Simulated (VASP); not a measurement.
# SiNi (NiAs type) (P6_3/mmc) in VASP: further runs

SiNi (NiAs type) is run at these levels: PBE; tasks: single point.

All numbers are computed with VASP 6.6.1; they aren't measurements. Logs are shortened: lines on timing, memory, paths and dates and some standing lists are left out, and cuts for length are marked.

**1. The cell of the first run**

It takes space group P6_3/mmc (No. 194, hexagonal). Conventional cell: a = 3.432 Å, b = 3.432 Å, c = 4.735 Å, α = 90.00°, β = 90.00°, γ = 120.00°. Within 3.1 Å of Ni (site symmetry -3m) lie 6 Si at 2.31 Å and 2 Ni at 2.37 Å. Within 3.1 Å of Si (site symmetry -6m2) lie 6 Ni at 2.31 Å and 6 Si at 3.09 Å.

**2. Single point, PBE**

File INCAR:

```
ALGO = Normal
EDIFF = 1E-6
ENCUT = 520
GGA = PE
ISIF = 2
ISMEAR = -1
LASPH = True
LCHARG = False
LREAL = False
LWAVE = False
NBANDS = 22
NELM = 100
PREC = Accurate
SIGMA = 0.05
```

File KPOINTS:

```
k-points
0
Gamma
  11 11 6
```

File POSCAR:

```
SiNi
1.0
    3.4315684773      0.0000000000      0.0000000000
   -1.7157842387      2.9718254762      0.0000000000
    0.0000000000      0.0000000000      4.7349571338
Ni Si
2 2
Direct
    0.0000000000      0.0000000000      0.0000000000
    0.0000000000      0.0000000000      0.5000000000
    0.3333333333      0.6666666667      0.2500000000
    0.6666666667      0.3333333333      0.7500000000
```

Potentials or basis: VASP PAW PBE potentials, release 64 (Ni, Si).

On the command line:

```console
cat potpaw_PBE.64/Ni/POTCAR potpaw_PBE.64/Si/POTCAR > POTCAR
mpirun -np 1 vasp_std > vasp.out
```

OUTCAR:

```text
EDIFF = 1E-6
   ENCUT = 520
   GGA = PE
   ISIF = 2
   ISMEAR = -1
   LASPH = True
   LREAL = False
   NELM = 100
   PREC = Accurate

 ion  position               nearest neighbor table
   1  0.000  0.000  0.000-   3 2.31   4 2.31   4 2.31   3 2.31   4 2.31   3 2.31   2 2.37   2 2.37

   2  0.000  0.000  0.500-   3 2.31   4 2.31   4 2.31   3 2.31   4 2.31   3 2.31   1 2.37   1 2.37

   3  0.333  0.667  0.250-   1 2.31   2 2.31   1 2.31   2 2.31   1 2.31   2 2.31   4 3.09   4 3.09
                             4 3.09   4 3.09   4 3.09   4 3.09
   4  0.667  0.333  0.750-   1 2.31   2 2.31   1 2.31   2 2.31   1 2.31   2 2.31   3 3.09   3 3.09
                             3 3.09   3 3.09   3 3.09   3 3.09

  LATTYP: Found a hexagonal cell.
 ALAT       =     3.4315684773
 C/A-ratio  =     1.3798230066

  Lattice vectors:

 A1 = (   3.4315684773,   0.0000000000,   0.0000000000)
 A2 = (  -1.7157842387,   2.9718254762,   0.0000000000)
 A3 = (   0.0000000000,   0.0000000000,   4.7349571338)

Analysis of symmetry for initial positions (statically):
=====================================================================
 Subroutine PRICEL returns:
 Original cell was already a primitive cell.

 Routine SETGRP: Setting up the symmetry group for a
 hexagonal supercell.

 Subroutine GETGRP returns: Found 24 space group operations
 (whereof 12 operations were pure point group operations)
 out of a pool of 24 trial point group operations.

The static configuration has the point symmetry D_3d.
 The point group associated with its full space group is D_6h.

Analysis of symmetry for dynamics (positions and initial velocities):
=====================================================================
 Subroutine PRICEL returns:
 Original cell was already a primitive cell.

 Routine SETGRP: Setting up the symmetry group for a
 hexagonal supercell.

 Subroutine GETGRP returns: Found 24 space group operations
 (whereof 12 operations were pure point group operations)
 out of a pool of 24 trial point group operations.

The dynamic configuration has the point symmetry D_3d.
 The point group associated with its full space group is D_6h.

 Subroutine INISYM returns: Found 24 space group operations
 (whereof 12 operations are pure point group operations),
 and found     1 'primitive' translations

----------------------------------------------------------------------------------------

                                     Primitive cell

  volume of cell :      48.2872

  direct lattice vectors                    reciprocal lattice vectors
     3.431568477  0.000000000  0.000000000     0.291411932  0.168246757  0.000000000
    -1.715784239  2.971825476  0.000000000     0.000000000  0.336493515  0.000000000
     0.000000000  0.000000000  4.734957134     0.000000000  0.000000000  0.211195154

  length of vectors
     3.431568477  3.431568477  4.734957134     0.336493515  0.336493515  0.211195154

  position of ions in fractional coordinates (direct lattice)
     0.000000000  0.000000000  0.000000000
     0.000000000  0.000000000  0.500000000
     0.333333333  0.666666667  0.250000000
     0.666666667  0.333333333  0.750000000

  ion indices of the primitive-cell ions
   primitive index   ion index
                 1           1
                 2           2
                 3           3
                 4           4

----------------------------------------------------------------------------------------

 KPOINTS: k-points

Automatic generation of k-mesh.
 Grid dimensions read from file:
 generate k-points for:   11   11    6

 Generating k-lattice:

  Cartesian coordinates                     Fractional coordinates (reciprocal lattice)
     0.026491994  0.015295160  0.000000000     0.090909091 -0.000000000  0.000000000
     0.000000000  0.030590320  0.000000000     0.000000000  0.090909091  0.000000000
     0.000000000  0.000000000  0.035199192     0.000000000  0.000000000  0.166666667

  Length of vectors
     0.030590320  0.030590320  0.035199192

  Shift w.r.t. Gamma in fractional coordinates (k-lattice)
     0.000000000  0.000000000  0.000000000

 Subroutine IBZKPT returns following result:
 ===========================================

 Found     64 irreducible k-points:

 Following reciprocal coordinates:
            Coordinates               Weight
  0.000000  0.000000  0.000000      1.000000
  0.090909  0.000000  0.000000      6.000000
  0.181818  0.000000  0.000000      6.000000
  0.272727  0.000000  0.000000      6.000000
  0.363636  0.000000  0.000000      6.000000
  0.454545  0.000000  0.000000      6.000000
[... 16 lines left out ...]
  0.090909  0.090909  0.166667     12.000000
  0.181818  0.090909  0.166667     24.000000
 [... further k-points ...]
   k-points           NKPTS =     64   k-points in BZ     NKDIM =     64   number of bands    NBANDS=     22
   number of dos      NEDOS =    301   number of ions     NIONS =      4
   total plane-waves  NPLWV =  28224
   dimension x,y,z NGX =    28 NGY =   28 NGZ =   36
   dimension x,y,z NGXF=    56 NGYF=   56 NGZF=   72
   ions per type =               2   2
   NGX,Y,Z   is equivalent  to a cutoff of  13.56, 13.56, 12.64 a.u.
   NGXF,Y,Z  is equivalent  to a cutoff of  27.13, 27.13, 25.28 a.u.
 SYSTEM =  unknown system
   PREC   = accura    normal or accurate (medium, high low for compatibility)
   ISTART =      0    job   : 0-new  1-cont  2-samecut
   ICHARG =      2    charge: 1-file 2-atom 10-const
   ISPIN  =      1    spin polarized calculation?
   LNONCOLLINEAR =      F non collinear calculations
   LSORBIT =      F    spin-orbit coupling
   LASPH  =      T    aspherical Exc in radial PAW
   ENCUT  =  520.0 eV  38.22 Ry    6.18 a.u.   6.38  6.38  8.80*2*pi/ulx,y,z
   NELM   =    100;   NELMIN=  2; NELMDL= -5     # of ELM steps
   EDIFF  = 0.1E-05   stopping-criterion for ELM
   LREAL  =      F    real-space projection
   EDIFFG = 0.1E-04   stopping-criterion for IOM
   NSW    =      0    number of steps for IOM
   IBRION =     -1    ionic relax: 0-MD 1-quasi-New 2-CG
   NFREE  =      0    steps in history (QN), initial steepest desc. (CG)
   ISIF   =      2    stress and relaxation
   ISYM   =      2    0-nonsym 1-usesym 2-fastsym
   POTIM  = 0.5000    time-step for ionic-motion
   TEBEG  =    0.0;   TEEND  =   0.0 temperature during run
   PSTRESS=    0.0 pullay stress
   NELECT =      28.0000    total number of electrons
   NUPDOWN=      -1.0000    fix difference up-down
   EMIN   =  10.00;   EMAX   =-10.00  energy-range for DOS
   EFERMI =   0.00;   METHOD = LEGACY
   ISMEAR =    -1;   SIGMA  =   0.05  broadening in eV -4-tet -1-fermi 0-gaus
   EFERMI_NEDOS =   21; number of points for ismear=-14 and -15
   IALGO  =     38    algorithm
   IMIX   =      4    mixing-type and parameters
     AMIX     =   0.40;   BMIX     =  1.00
     AMIX_MAG =   1.60;   BMIX_MAG =  1.00
  volume/ion in A,a.u.               =      12.07        81.46
  Fermi-wavevector in a.u.,A,eV,Ry     =   1.365160  2.579778 25.356652  1.863661
  Thomas-Fermi vector in A             =   2.491413
   LORBIT       =      0    0 simple, 1 ext, 2 COOP (PROOUT), +10 PAW based schemes
   GGA     = PE    functional components
   LHFCALC =     F    Hartree Fock is set to
   AEXX    =    0.0000 exact exchange contribution
   IVDW    =     0    specifies the selected vdW correction
   LEPSILON=     F    determine dielectric tensor
   LRPA    =     F    only Hartree local field effects (RPA)
 non-spin polarized calculation
  energy-cutoff  :      520.00
  volume of cell :       48.29
 maximum number of plane-waves:      1320
 NGX is ok and might be reduce to    28
   NGX = 13   NGY = 13   NGZ = 17

 number of electron      27.9999989 magnetization

 Free energy of the ion-electron system (eV)
  ---------------------------------------------------
  ext. energy  EPLUGINS =         0.00000000
  ---------------------------------------------------
  free energy    TOTEN  =       -23.30231198 eV

  energy without entropy =      -23.28755046  energy(sigma->0) =      -23.29493122

 E-fermi :  10.2195     XC(G=0): -12.1841

 val. band max:       10.1639478560   @ k =   0.1818   0.1818   0.5000
 cond. band min:      10.2494774672   @ k =   0.1818   0.0000   0.0000
 fundamental gap:      0.0855296112
 Fermi energy:        10.2194654936

 k-point     1 :       0.0000    0.0000    0.0000
  band No.  band energies     occupation
      1      -2.4225      2.00000
      2       3.4371      2.00000
      3       3.7813      2.00000
      4       5.8577      2.00000
      5       5.8577      2.00000
      6       6.1088      2.00000
[... 14 lines left out ...]
     21      18.2922      0.00000
     22      20.4832      0.00000

 k-point     2 :       0.0909    0.0000    0.0000
  band No.  band energies     occupation
      1      -2.2845      2.00000
      2       3.4237      2.00000
      3       3.9173      2.00000
      4       5.8796      2.00000
      5       5.9026      2.00000
      6       6.0952      2.00000
[... 14 lines left out ...]
     21      18.5352      0.00000
     22      20.0439      0.00000

 k-point     3 :       0.1818    0.0000    0.0000
  band No.  band energies     occupation
      1      -1.8741      2.00000
      2       3.3733      2.00000
      3       4.3169      2.00000
      4       5.8792      2.00000
      5       5.9255      2.00000
      6       6.0698      2.00000
[... 14 lines left out ...]
     21      19.0606      0.00000
     22      19.2036      0.00000
[... 476 lines left out ...]
 k-point    23 :       0.0909    0.0909    0.1667
  band No.  band energies     occupation
      1      -1.8296      2.00000
      2       2.1761      2.00000
      3       5.1428      2.00000
      4       5.9933      2.00000
      5       6.1739      2.00000
      6       6.2121      2.00000
[... 14 lines left out ...]
     21      18.7459      0.00000
     22      19.4832      0.00000

 k-point    24 :       0.1818    0.0909    0.1667
  band No.  band energies     occupation
      1      -1.2932      2.00000
      2       2.4671      2.00000
      3       5.0341      2.00000
      4       5.9657      2.00000
      5       6.0005      2.00000
      6       6.2203      2.00000
[... 14 lines left out ...]
     21      18.8568      0.00000
     22      19.2574      0.00000

 [... further k-points ...]
[... 5 lines left out ...]
  --------------------------------------------------------------------------------------
  -------------------------------------------------------------------------------------
  Total        3.5320636      3.5320636      3.6009980     -0.0000000      0.0000000     -0.0000000
  in kB      117.1944567    117.1944567    119.4817135     -0.0000000      0.0000000     -0.0000000
  external PRESSURE =     117.9568756 kB  Pullay stress =       0.0000000 kB

 VOLUME and BASIS-vectors are now :
 -----------------------------------------------------------------------------
  energy-cutoff  :      520.00
  volume of cell :       48.29
      direct lattice vectors                 reciprocal lattice vectors
     3.431568477  0.000000000  0.000000000     0.291411932  0.168246757  0.000000000
    -1.715784239  2.971825476  0.000000000     0.000000000  0.336493515  0.000000000
     0.000000000  0.000000000  4.734957134     0.000000000  0.000000000  0.211195154

 POSITION                                       TOTAL-FORCE (eV/Angst)
 -----------------------------------------------------------------------------------
      0.00000      0.00000      0.00000        -0.000000      0.000000     -0.000000
      0.00000      0.00000      2.36748        -0.000000      0.000000     -0.000000
     -0.00000      1.98122      1.18374        -0.000000     -0.000000      0.000000
      1.71578      0.99061      3.55122         0.000000     -0.000000      0.000000
 -----------------------------------------------------------------------------------
    total drift:                               -0.000000      0.000000      0.000000

  FREE ENERGIE OF THE ION-ELECTRON SYSTEM (eV)
  ---------------------------------------------------
  free  energy   TOTEN  =       -23.3023119786 eV

  energy  without entropy=      -23.2875504579  energy(sigma->0) =      -23.29493122
```

Wall time 26 s (1 thread of Intel Xeon 6975P-C (Granite Rapids), shared host); peak memory 0.21 GiB.

Results:

```
Free energy            : -23.3023 eV
Pressure               : 11.8 GPa
Band gap on the k mesh : zero (band 14 reaches 13.92 eV, above the bottom of band 15 at 8.69 eV)
```

Stress tensor (GPa, compression positive):
```
11.72  0.00  0.00
 0.00 11.72  0.00
 0.00  0.00 11.95
```

Levels at points of the mesh, in eV from the Fermi level:
| k point | band 10 | band 11 | band 12 | band 13 | band 14 | band 15 | band 16 | band 17 | band 18 | band 19 |
| --- | --- | --- | --- | --- | --- | --- | --- | --- | --- | --- |
| (0.00, 0.00, 0.00) | -2.81 | -1.62 | -1.62 | 0.34 | 2.51 | 2.51 | 4.95 | 4.95 | 5.40 | 6.44 |
| (0.00, 0.00, 0.50) | -2.68 | -2.68 | -2.68 | 2.49 | 2.49 | 4.54 | 4.54 | 4.54 | 4.54 | 7.27 |

Spin polarisation is off, so any magnetic state and its effect on volume and gap are missing.

**3. Single point, PBE**

File INCAR:

```
ALGO = Normal ; EDIFF = 1E-6
ENCUT = 520 ; GGA = PE
ISIF = 2 ; ISMEAR = -1
LASPH = True ; LCHARG = False
LREAL = False ; LWAVE = False
NBANDS = 22 ; NELM = 100
PREC = Accurate ; SIGMA = 0.05
```

KPOINTS is that of step 2.

Edit POSCAR of step 2 so:

```diff
@@ -3,3 +3,3 @@
     3.4315684773      0.0000000000      0.0000000000
-   -1.7157842387      2.9718254762      0.0000000000
+   -1.7157842386      2.9718254762      0.0000000000
     0.0000000000      0.0000000000      4.7349571338
```

Potentials or basis: VASP PAW PBE potentials, release 64 (Ni, Si).

On the command line:

```console
cat potpaw_PBE.64/Ni/POTCAR potpaw_PBE.64/Si/POTCAR > POTCAR
mpirun -np 1 vasp_std > vasp.out
```

Run time: 27 s. Hardware: 1 thread of Intel Xeon 6975P-C (Granite Rapids), shared host; peak memory 0.2 GiB.

Results (log left out):

```
Free energy            : -23.3023 eV
Pressure               : 11.8 GPa
Band gap on the k mesh : zero (band 14 reaches 13.92 eV, above the bottom of band 15 at 8.69 eV)
```

Stress tensor (GPa, compression positive):
```
11.72  0.00  0.00
 0.00 11.72  0.00
 0.00  0.00 11.95
```

Levels at points of the mesh, in eV from the Fermi level:
| k point | band 11 | band 12 | band 13 | band 14 | band 15 | band 16 | band 17 | band 18 |
| --- | --- | --- | --- | --- | --- | --- | --- | --- |
| (0.00, 0.00, 0.00) | -1.62 | -1.62 | 0.34 | 2.51 | 2.51 | 4.95 | 4.95 | 5.40 |
| (0.00, 0.00, 0.50) | -2.68 | -2.68 | 2.49 | 2.49 | 4.54 | 4.54 | 4.54 | 4.54 |

Spin polarisation is off, so any magnetic state and its effect on volume and gap are missing.
